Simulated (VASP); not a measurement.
Crystal: BaSr3.

```
CELL_PARAMETERS angstrom
0.00000 4.87503 4.87503
4.87503 0.00000 4.87503
4.87503 4.87503 0.00000
ATOMIC_POSITIONS crystal
Ba 0.00000 0.00000 0.00000
Sr 0.25000 0.25000 0.25000
Sr 0.75000 0.75000 0.75000
Sr 0.50000 0.50000 0.50000
```

| Quantity | Value |
| --- | --- |
| Program | VASP 6.6.1 |
| Task | relaxation of cell and atoms |
| Functional | LDA |
| Potentials or basis | VASP PAW LDA potentials, release 64 (Ba_sv, Sr_sv) |
| Cutoff | 600 eV |
| k mesh | 5 × 5 × 5 |
| Occupations | fermi-dirac, width 0.1 eV |
| Spin | no spin polarisation |

At the start: pressure -1.6 GPa; volume 57.93 Å³/atom.

**Question.** How do energy, volume and symmetry change on relaxing?

**Answer.** Over 4 steps the energy falls by 44.5 meV/atom and the volume is 49.67 Å³/atom (-14.3 %); space group Fm-3m (No. 225, to 0.1 Å) before and after.

Step by step:
```
step  energy change (eV)  largest force (eV/Å)  pressure (GPa)  volume (Å³)
   1              0.0000                0.0000           -1.55       231.72
   2             -0.1386                0.0000           -0.83       213.41
   3             -0.1773                0.0000           -0.13       200.75
   4             -0.1780                0.0000            0.01       198.67
```

Final structure:
```cif
data_structure
_symmetry_space_group_name_H-M 'P 1'
_symmetry_Int_Tables_number 1
_cell_length_a 6.5496
_cell_length_b 6.5496
_cell_length_c 6.5496
_cell_angle_alpha 60.000
_cell_angle_beta 60.000
_cell_angle_gamma 60.000
_cell_volume 198.67
loop_
_atom_site_label
_atom_site_type_symbol
_atom_site_fract_x
_atom_site_fract_y
_atom_site_fract_z
_atom_site_occupancy
Ba1 Ba 0.00000 0.00000 0.00000 1
Sr1 Sr 0.25000 0.25000 0.25000 1
Sr2 Sr 0.75000 0.75000 0.75000 1
Sr3 Sr 0.50000 0.50000 0.50000 1
```
